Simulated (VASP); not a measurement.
# Rb2PdO2 (I4/mmm) in VASP: settings compared

Rb2PdO2 is run at these levels: PBE, PBE+U; tasks: single point, relaxation of cell and atoms.

All numbers are computed with VASP 6.6.1; they aren't measurements. Logs are shortened: lines on timing, memory, paths and dates and some standing lists are left out, and cuts for length are marked.

**1. The cell of the first run**

The structure is tetragonal, space group I4/mmm (No. 139). Conventional cell: a = 4.251 Å, b = 4.251 Å, c = 13.723 Å, α = 90.00°, β = 90.00°, γ = 90.00°. Within 3.8 Å of Rb (site symmetry 4mm) lie 5 O at 2.92 to 3.01 Å and 4 Pd at 3.65 Å. Within 2.5 Å of O (site symmetry 4mm) lie 1 Pd at 1.87 Å. Pd (site symmetry 4/mmm) has 2 O at 1.87 Å within 2.5 Å.

**2. Single point, PBE**

Contents of INCAR:

```
SYSTEM = Rb2PdO2
PREC = Accurate
ENCUT = 520
EDIFF = 1E-6
ISMEAR = -1
SIGMA = 0.1
LREAL = .False.
LASPH = .True.
NELM = 60
ALGO = Normal
ISIF = 2
LWAVE = .False.
LCHARG = .False.
GGA = PE
NBANDS = 28
```

Contents of KPOINTS:

```
Automatic mesh
0
Gamma
  5 5 5
  0 0 0
```

Contents of POSCAR:

```
Rb2PdO2
1.0
    0.0000000000      4.2511993142      0.0000001575
    4.2511993142      0.0000000000      0.0000001575
    2.1255999113      2.1255999113     -6.8615896153
Rb O Pd
2 2 1
Direct
    0.3492176493      0.3492176493      0.3015647014
    0.6507823507      0.6507823507      0.6984352986
    0.1362744147      0.1362744147      0.7274511707
    0.8637255853      0.8637255853      0.2725488293
    0.0000000000      0.0000000000      0.0000000000
```

Potentials or basis: VASP PAW PBE potentials, release 64 (Rb_sv, O, Pd).

On the command line:

```sh
$ cat potpaw_PBE.64/Rb_sv/POTCAR potpaw_PBE.64/O/POTCAR potpaw_PBE.64/Pd/POTCAR > POTCAR
$ mpirun -np 1 vasp_std > vasp.out
```

OUTCAR:

```text
SYSTEM = Rb2PdO2
   PREC = Accurate
   ENCUT = 520
   EDIFF = 1E-6
   ISMEAR = -1
   LREAL = .False.
   LASPH = .True.
   NELM = 60
   ISIF = 2
   GGA = PE

 ion  position               nearest neighbor table
   1  0.349  0.349  0.302-   3 2.92   4 3.01   4 3.01   4 3.01   4 3.01   5 3.65   5 3.65   5 3.65
                             5 3.65   2 4.06   2 4.06   2 4.06   2 4.06   2 4.14
   2  0.651  0.651  0.698-   4 2.92   3 3.01   3 3.01   3 3.01   3 3.01   5 3.65   5 3.65   5 3.65
                             5 3.65   1 4.06   1 4.06   1 4.06   1 4.06   1 4.14
   3  0.136  0.136  0.727-   5 1.87   1 2.92   2 3.01   2 3.01   2 3.01   2 3.01
   4  0.864  0.864  0.273-   5 1.87   2 2.92   1 3.01   1 3.01   1 3.01   1 3.01
   5  0.000  0.000  0.000-   3 1.87   4 1.87   1 3.65   2 3.65   2 3.65   2 3.65   1 3.65   1 3.65
                             2 3.65   1 3.65

  LATTYP: Found a body centered tetragonal cell.
 ALAT       =     4.2511993142
 C/A-ratio  =     3.2280724876

  Lattice vectors:

 A1 = (  -2.1255999113,   2.1255994029,   6.8615897728)
 A2 = (   2.1255994029,  -2.1255999113,   6.8615897728)
 A3 = (   2.1255999113,   2.1255999113,  -6.8615896153)

Analysis of symmetry for initial positions (statically):
=====================================================================
 Subroutine PRICEL returns:
 Original cell was already a primitive cell.

 Routine SETGRP: Setting up the symmetry group for a
 body centered tetragonal supercell.

 Subroutine GETGRP returns: Found 16 space group operations
 (whereof 16 operations were pure point group operations)
 out of a pool of 16 trial point group operations.

The static configuration has the point symmetry D_4h.

Analysis of symmetry for dynamics (positions and initial velocities):
=====================================================================
 Subroutine PRICEL returns:
 Original cell was already a primitive cell.

 Routine SETGRP: Setting up the symmetry group for a
 body centered tetragonal supercell.

 Subroutine GETGRP returns: Found 16 space group operations
 (whereof 16 operations were pure point group operations)
 out of a pool of 16 trial point group operations.

The dynamic configuration has the point symmetry D_4h.

 Subroutine INISYM returns: Found 16 space group operations
 (whereof 16 operations are pure point group operations),
 and found     1 'primitive' translations

----------------------------------------------------------------------------------------

                                     Primitive cell

  volume of cell :     124.0074

  direct lattice vectors                    reciprocal lattice vectors
     0.000000000  4.251199314  0.000000158    -0.000000003  0.235227736  0.072869419
     4.251199314  0.000000000  0.000000158     0.235227736 -0.000000003  0.072869419
     2.125599911  2.125599911 -6.861589615     0.000000005  0.000000005 -0.145738820

  length of vectors
     4.251199314  4.251199314  7.491178947     0.246256045  0.246256045  0.145738820

  position of ions in fractional coordinates (direct lattice)
     0.349217649  0.349217649  0.301564701
     0.650782351  0.650782351  0.698435299
     0.136274415  0.136274415  0.727451171
     0.863725585  0.863725585  0.272548829
     0.000000000  0.000000000  0.000000000

  ion indices of the primitive-cell ions
   primitive index   ion index
                 1           1
                 2           2
                 3           3
                 4           4
                 5           5

----------------------------------------------------------------------------------------

 KPOINTS: Automatic mesh

Automatic generation of k-mesh.
 Grid dimensions read from file:
 generate k-points for:    5    5    5

 Generating k-lattice:

  Cartesian coordinates                     Fractional coordinates (reciprocal lattice)
    -0.000000001  0.047045547  0.014573884     0.200000000 -0.000000000  0.000000000
     0.047045547 -0.000000001  0.014573884    -0.000000000  0.200000000  0.000000000
     0.000000001  0.000000001 -0.029147764     0.000000000  0.000000000  0.200000000

  Length of vectors
     0.049251209  0.049251209  0.029147764

  Shift w.r.t. Gamma in fractional coordinates (k-lattice)
     0.000000000  0.000000000  0.000000000

 Subroutine IBZKPT returns following result:
 ===========================================

 Found     18 irreducible k-points:

 Following reciprocal coordinates:
            Coordinates               Weight
  0.000000  0.000000  0.000000      1.000000
  0.200000  0.000000  0.000000      8.000000
  0.400000  0.000000  0.000000      8.000000
  0.200000  0.200000  0.000000      8.000000
  0.400000  0.200000  0.000000     16.000000
 -0.400000  0.200000  0.000000     16.000000
[... 10 lines left out ...]
 -0.000000 -0.000000  0.400000      2.000000
 -0.200000 -0.000000  0.400000      4.000000
   k-points           NKPTS =     18   k-points in BZ     NKDIM =     18   number of bands    NBANDS=     28
   number of dos      NEDOS =    301   number of ions     NIONS =      5
   total plane-waves  NPLWV =  57344
   dimension x,y,z NGX =    32 NGY =   32 NGZ =   56
   dimension x,y,z NGXF=    64 NGYF=   64 NGZF=  112
   ions per type =               2   2   1
   NGX,Y,Z   is equivalent  to a cutoff of  12.51, 12.51, 12.43 a.u.
   NGXF,Y,Z  is equivalent  to a cutoff of  25.03, 25.03, 24.86 a.u.
 SYSTEM =  Rb2PdO2
   PREC   = accura    normal or accurate (medium, high low for compatibility)
   ISTART =      0    job   : 0-new  1-cont  2-samecut
   ICHARG =      2    charge: 1-file 2-atom 10-const
   ISPIN  =      1    spin polarized calculation?
   LNONCOLLINEAR =      F non collinear calculations
   LSORBIT =      F    spin-orbit coupling
   LASPH  =      T    aspherical Exc in radial PAW
   ENCUT  =  520.0 eV  38.22 Ry    6.18 a.u.   7.90  7.90 13.93*2*pi/ulx,y,z
   NELM   =     60;   NELMIN=  2; NELMDL= -5     # of ELM steps
   EDIFF  = 0.1E-05   stopping-criterion for ELM
   LREAL  =      F    real-space projection
   EDIFFG = 0.1E-04   stopping-criterion for IOM
   NSW    =      0    number of steps for IOM
   IBRION =     -1    ionic relax: 0-MD 1-quasi-New 2-CG
   NFREE  =      0    steps in history (QN), initial steepest desc. (CG)
   ISIF   =      2    stress and relaxation
   ISYM   =      2    0-nonsym 1-usesym 2-fastsym
   POTIM  = 0.5000    time-step for ionic-motion
   TEBEG  =    0.0;   TEEND  =   0.0 temperature during run
   PSTRESS=    0.0 pullay stress
   NELECT =      40.0000    total number of electrons
   NUPDOWN=      -1.0000    fix difference up-down
   EMIN   =  10.00;   EMAX   =-10.00  energy-range for DOS
   EFERMI =   0.00;   METHOD = LEGACY
   ISMEAR =    -1;   SIGMA  =   0.10  broadening in eV -4-tet -1-fermi 0-gaus
   EFERMI_NEDOS =   21; number of points for ismear=-14 and -15
   IALGO  =     38    algorithm
   IMIX   =      4    mixing-type and parameters
     AMIX     =   0.40;   BMIX     =  1.00
     AMIX_MAG =   1.60;   BMIX_MAG =  1.00
  volume/ion in A,a.u.               =      24.80       167.37
  Fermi-wavevector in a.u.,A,eV,Ry     =   1.122739  2.121670 17.150737  1.260544
  Thomas-Fermi vector in A             =   2.259401
   LORBIT       =      0    0 simple, 1 ext, 2 COOP (PROOUT), +10 PAW based schemes
   GGA     = PE    functional components
   LHFCALC =     F    Hartree Fock is set to
   AEXX    =    0.0000 exact exchange contribution
   IVDW    =     0    specifies the selected vdW correction
   LEPSILON=     F    determine dielectric tensor
   LRPA    =     F    only Hartree local field effects (RPA)
 non-spin polarized calculation
  energy-cutoff  :      520.00
  volume of cell :      124.01
 maximum number of plane-waves:      3351
   NGX = 15   NGY = 15   NGZ = 27

 number of electron      40.0000003 magnetization

 Free energy of the ion-electron system (eV)
  ---------------------------------------------------
  ext. energy  EPLUGINS =         0.00000000
  ---------------------------------------------------
  free energy    TOTEN  =       -21.28400208 eV

  energy without entropy =      -21.00854028  energy(sigma->0) =      -21.14627118

 E-fermi :   0.9704     XC(G=0):  -8.3632

 val. band max:        0.9639581455   @ k =   0.2000   0.0000   0.0000
 cond. band min:       0.9719970060   @ k =  -0.4000   0.2000   0.0000
 fundamental gap:      0.0080388605
 Fermi energy:         0.9704150019

 k-point     1 :       0.0000    0.0000    0.0000
  band No.  band energies     occupation
      1     -25.1405      2.00000
      2     -25.0789      2.00000
      3     -16.2714      2.00000
      4     -15.7411      2.00000
      5      -9.5885      2.00000
      6      -9.2155      2.00000
[... 20 lines left out ...]
     27       7.9234      0.00000
     28       7.9234      0.00000

 k-point     2 :       0.2000    0.0000    0.0000
  band No.  band energies     occupation
      1     -25.1288      2.00000
      2     -25.0788      2.00000
      3     -16.2867      2.00000
      4     -15.7530      2.00000
      5      -9.5384      2.00000
      6      -9.2426      2.00000
[... 20 lines left out ...]
     27       8.0502      0.00000
     28       8.1116      0.00000

 k-point     3 :       0.4000    0.0000    0.0000
  band No.  band energies     occupation
      1     -25.1047      2.00000
      2     -25.0838      2.00000
      3     -16.3117      2.00000
      4     -15.7725      2.00000
      5      -9.4340      2.00000
      6      -9.3159      2.00000
[... 20 lines left out ...]
     27       8.4461      0.00000
     28       8.6039      0.00000

 k-point     4 :       0.2000    0.2000    0.0000
  band No.  band energies     occupation
      1     -25.1173      2.00000
      2     -25.0793      2.00000
      3     -16.2938      2.00000
      4     -15.7536      2.00000
      5      -9.4699      2.00000
      6      -9.3251      2.00000
[... 20 lines left out ...]
     27       8.0222      0.00000
     28       8.1301      0.00000

 k-point     5 :       0.4000    0.2000    0.0000
  band No.  band energies     occupation
      1     -25.0961      2.00000
      2     -25.0826      2.00000
      3     -16.3017      2.00000
      4     -15.7583      2.00000
      5      -9.3995      2.00000
      6      -9.3723      2.00000
[... 20 lines left out ...]
     27       8.3489      0.00000
     28       8.7615      0.00000

 k-point     6 :      -0.4000    0.2000    0.0000
  band No.  band energies     occupation
      1     -25.0999      2.00000
      2     -25.0788      2.00000
      3     -16.2995      2.00000
      4     -15.7603      2.00000
      5      -9.4404      2.00000
      6      -9.3655      2.00000
[... 277 lines left out ...]
      5      -9.4124      2.00000
      6      -9.3203      2.00000
[... 20 lines left out ...]
     27       8.1852      0.00000
     28       8.7673      0.00000

 k-point    16 :      -0.2000   -0.2000    0.2000
  band No.  band energies     occupation
      1     -25.1117      2.00000
      2     -25.0849      2.00000
      3     -16.2998      2.00000
      4     -15.7482      2.00000
      5      -9.3730      2.00000
      6      -9.3316      2.00000
[... 20 lines left out ...]
     27       8.1441      0.00000
     28       8.4372      0.00000

 k-point    17 :      -0.0000   -0.0000    0.4000
  band No.  band energies     occupation
      1     -25.1316      2.00000
      2     -25.0878      2.00000
      3     -16.2863      2.00000
      4     -15.7277      2.00000
      5      -9.4224      2.00000
      6      -9.2248      2.00000
[... 20 lines left out ...]
     27       7.2046      0.00000
     28       7.6072      0.00000

 k-point    18 :      -0.2000   -0.0000    0.4000
  band No.  band energies     occupation
      1     -25.1198      2.00000
      2     -25.0878      2.00000
      3     -16.2988      2.00000
      4     -15.7420      2.00000
      5      -9.3667      2.00000
      6      -9.3111      2.00000
[... 20 lines left out ...]
     27       7.6987      0.00000
     28       7.9875      0.00000

------------------------ aborting loop because EDIFF is reached ----------------------------------------

  FORCE on cell =-STRESS in cart. coord.  units (eV):
  Direction    XX          YY          ZZ          XY          YZ          ZX
  --------------------------------------------------------------------------------------
  -------------------------------------------------------------------------------------
  Total        0.0014256      0.0014256     -0.0551737     -0.0000000      0.0000000      0.0000000
  in kB        0.0184184      0.0184184     -0.7128450     -0.0000000      0.0000000      0.0000000
  external PRESSURE =      -0.2253361 kB  Pullay stress =       0.0000000 kB

 VOLUME and BASIS-vectors are now :
 -----------------------------------------------------------------------------
  energy-cutoff  :      520.00
  volume of cell :      124.01
      direct lattice vectors                 reciprocal lattice vectors
     0.000000000  4.251199314  0.000000158    -0.000000003  0.235227736  0.072869419
     4.251199314  0.000000000  0.000000158     0.235227736 -0.000000003  0.072869419
     2.125599911  2.125599911 -6.861589615     0.000000005  0.000000005 -0.145738820

 POSITION                                       TOTAL-FORCE (eV/Angst)
 -----------------------------------------------------------------------------------
      2.12560      2.12560     -2.06921        -0.000000     -0.000000      0.001597
      4.25120      4.25120     -4.79238         0.000000      0.000000     -0.001597
      2.12560      2.12560     -4.99147         0.000000      0.000000     -0.017489
      4.25120      4.25120     -1.87012        -0.000000     -0.000000      0.017489
      0.00000      0.00000      0.00000         0.000000      0.000000      0.000000
 -----------------------------------------------------------------------------------
    total drift:                                0.000000     -0.000000     -0.000000

  FREE ENERGIE OF THE ION-ELECTRON SYSTEM (eV)
  ---------------------------------------------------
  free  energy   TOTEN  =       -21.2840020850 eV

  energy  without entropy=      -21.0085402770  energy(sigma->0) =      -21.14627118
```

Wall time 64 s (1 thread of Oxide Virtual Turin-like, shared host); peak memory 0.21 GiB.

What came out:

```yaml
Free_energy: -21.2840 eV
Pressure: 0.0 GPa
Largest_force: 0.017 eV/Å
Band_gap_on_the_k_mesh: zero (band 20 reaches 1.09 eV, above the bottom of band 21 at 0.96 eV)
```

Forces on the atoms (eV/Å):
```
Rb   0.000  0.000  0.002
Rb   0.000  0.000 -0.002
O    0.000  0.000 -0.017
O    0.000  0.000  0.017
Pd   0.000  0.000  0.000
```

Levels at points of the mesh, in eV from the Fermi level:
| k point | band 17 | band 18 | band 19 | band 20 | band 21 | band 22 | band 23 | band 24 |
| --- | --- | --- | --- | --- | --- | --- | --- | --- |
| (0.00, 0.00, 0.00) | -1.94 | -1.86 | -1.32 | 0.09 | 0.09 | 2.88 | 4.81 | 5.59 |

(Part 1 of 3 ends here.)
